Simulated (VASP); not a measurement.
A run of VASP 6.6.1:

The input INCAR:

```
SYSTEM = WC
PREC     = Accurate       ! precision mode
ENCUT    = 520            ! plane-wave cutoff, eV
EDIFF    = 1E-6           ! SCF threshold, eV
ISMEAR   = 1              ! smearing method
SIGMA    = 0.1            ! smearing width, eV
LREAL    = .FALSE.        ! projectors in reciprocal space
LASPH    = .TRUE.         ! aspherical terms in the spheres
NELM     = 100            ! most SCF steps
ALGO     = Normal         ! electronic algorithm
ISIF     = 2              ! what is computed and relaxed
LWAVE    = .FALSE.        ! write WAVECAR
LCHARG   = .FALSE.        ! write CHGCAR
GGA      = PS             ! functional
NBANDS   = 16             ! bands
```

File KPOINTS:

```
Automatic mesh
0
G
  6 6 6
  0 0 0
```

The input POSCAR:

```
WC
1.0
    0.0000000000      2.1926840000      2.1926840000
    2.1926840000      0.0000000000      2.1926840000
    2.1926840000      2.1926840000      0.0000000000
W C
1 1
Direct
   -0.0156069422     -0.0176246352      0.0525446362
    0.4046693803      0.5507318219      0.5281921062
```

Potentials or basis: VASP PAW PBE potentials, release 64 (W_sv, C).

Command:

```sh
$ cat potpaw_PBE.64/W_sv/POTCAR potpaw_PBE.64/C/POTCAR > POTCAR
$ mpirun -np 1 vasp_std > vasp.out
```

Hardware: 1 thread of Intel(R) Xeon(R) 6975P-C (Granite Rapids), on a shared host.

Q: How long does it take, and how much memory?

A: Run time: 11 s on 1 thread of Intel(R) Xeon(R) 6975P-C (Granite Rapids) (shared host), peak memory 0.16 GiB. Counts: scf iterations 12, k points 112.
